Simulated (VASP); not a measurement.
# CdS: single point with PBEsol

Crystal: CdS.

```xyz
2
Lattice="3.9043 0.0000 0.0000 -1.9522 3.3813 0.0000 0.0000 0.0000 6.9136" Properties=species:S:1:pos:R:3 pbc="T T T"
Cd    0.0000    0.0000    3.0606
S     1.9522    1.1271    3.0026
```

This cell differs from its parent crystal: ratio of the length along z to the lengths across it x 1.3, volume and fractional coordinates fixed.

| Item | Value |
| --- | --- |
| Program | VASP 6.6.1 |
| Task | single point |
| Functional | PBEsol |
| Potentials or basis | VASP PAW PBE potentials, release 64 (Cd_sv_GW, S) |
| Cutoff | 540 eV |
| k mesh | 9 × 9 × 6 |
| Occupations | gaussian, width 0.05 eV |
| Spin | no spin polarisation |

```json
{
  "Pressure": "7.7 GPa",
  "Largest force": "0.098 eV/Å",
  "Band gap on the k mesh": "1.89 eV"
}
```

Forces on the atoms (eV/Å):
```
Cd   0.000  0.000  0.098
S    0.000  0.000 -0.098
```

Stress tensor (GPa, compression positive):
```
11.76  0.00  0.00
 0.00 11.76  0.00
 0.00  0.00 -0.53
```

Levels at points of the mesh, in eV from the valence-band top:
```
           k point  band 11  band 12  band 13  band 14  band 15  band 16
(0.00, 0.00, 0.00)    -2.56     0.00     0.00     1.89     4.68     6.21
(0.00, 0.00, 0.50)    -2.60     0.00     0.00     2.10     4.42     6.86
```

Run time: 2.4 min on 1 thread of Intel(R) Xeon(R) Platinum 8259CL CPU @ 2.50GHz (Skylake/Cascade Lake), with other jobs on the host, peak memory 0.31 GiB.

Caveat: the cell stands under pressure; the PAW data sets were made with another functional, which shifts forces and pressure a little; an odd mesh through Γ misses points on the zone boundary, where band edges can lie.
